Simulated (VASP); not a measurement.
A run of VASP 6.6.1:

The input INCAR:

```
SYSTEM = Ti
PREC     = Accurate       ! precision mode
ENCUT    = 500            ! plane-wave cutoff, eV
EDIFF    = 1E-6           ! SCF threshold, eV
ISMEAR   = 0              ! smearing method
SIGMA    = 0.1            ! smearing width, eV
LREAL    = .False.        ! projectors in reciprocal space
LASPH    = .True.         ! aspherical terms in the spheres
NELM     = 120            ! most SCF steps
ALGO     = Normal         ! electronic algorithm
ISIF     = 2              ! what is computed and relaxed
LWAVE    = .False.        ! write WAVECAR
LCHARG   = .False.        ! write CHGCAR
GGA      = PE             ! functional
NBANDS   = 19             ! bands
GGA_COMPAT= .False.
```

The input KPOINTS:

```
Automatic mesh
0
Gamma
  6 6 4
  0 0 0
```

Contents of POSCAR:

```
Ti
1.0
    2.9499978604      0.0000000000      0.0000000000
   -1.4749989302      2.5547730882      0.0000000000
    0.0000000000      0.0000000000      4.6860000000
Ti
2
Direct
    0.3333333333      0.6666666667      0.2500000000
    0.6666666667      0.3333333333      0.7500000000
```

Potentials or basis: VASP PAW PBE potentials, release 64 (Ti_sv).

Launch:

```sh
$ cat potpaw_PBE.64/Ti_sv/POTCAR > POTCAR
$ mpirun -np 1 vasp_std > vasp.out
```

Hardware: 1 thread of AMD EPYC 9R45 96-Core Processor (Zen 5) (shared host).

Task: Estimate the wall time of this run.

Result: It took 9.1 s on 1 thread of AMD EPYC 9R45 96-Core Processor (Zen 5) (shared host), peak memory 0.12 GiB. Counts: scf iterations 13, k points 21.
